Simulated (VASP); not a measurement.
**AlP (zincblende type): single point with r2SCAN**

Crystal: AlP (zincblende type).

```
Al P
1.0
     0.00000    2.73930    2.73930
     2.73930    0.00000    2.73930
     2.73930    2.73930    0.00000
Al P
1 1
Direct
  0.00000 0.00000 0.00000
  0.25000 0.25000 0.25000
```

```yaml
Program: VASP 6.6.1
Task: single point
Functional: r2SCAN
Potentials_or_basis: VASP PAW PBE potentials, release 64 (Al, P)
Cutoff: 550 eV
k_mesh: 12 × 12 × 12
Occupations: fermi-dirac, width 0.08 eV
Spin: no spin polarisation
```

The pressure is -0.3 GPa and the band gap on the k mesh is 1.93 eV, indirect (least direct gap 3.91 eV).

Levels at points of the mesh, in eV from the valence-band top:
```csv
k point,band 1,band 2,band 3,band 4,band 5,band 6,band 7,band 8,band 9
"(0.00, 0.00, 0.00)",-11.93,0.00,0.00,0.00,3.91,4.96,4.96,4.96,9.30
"(0.50, 0.00, 0.00)",-10.21,-5.63,-0.79,-0.79,3.29,5.22,5.22,8.92,12.14
"(0.50, 0.50, 0.00)",-9.53,-5.40,-2.16,-2.16,1.93,2.85,11.90,11.90,12.72
```

It took 75 s on 1 thread of Intel(R) Xeon(R) 6975P-C (Granite Rapids), on a shared host, peak memory 0.18 GiB.

Caveat: the PAW data sets were made with another functional, which shifts forces and pressure a little. A k mesh can miss the band edges.
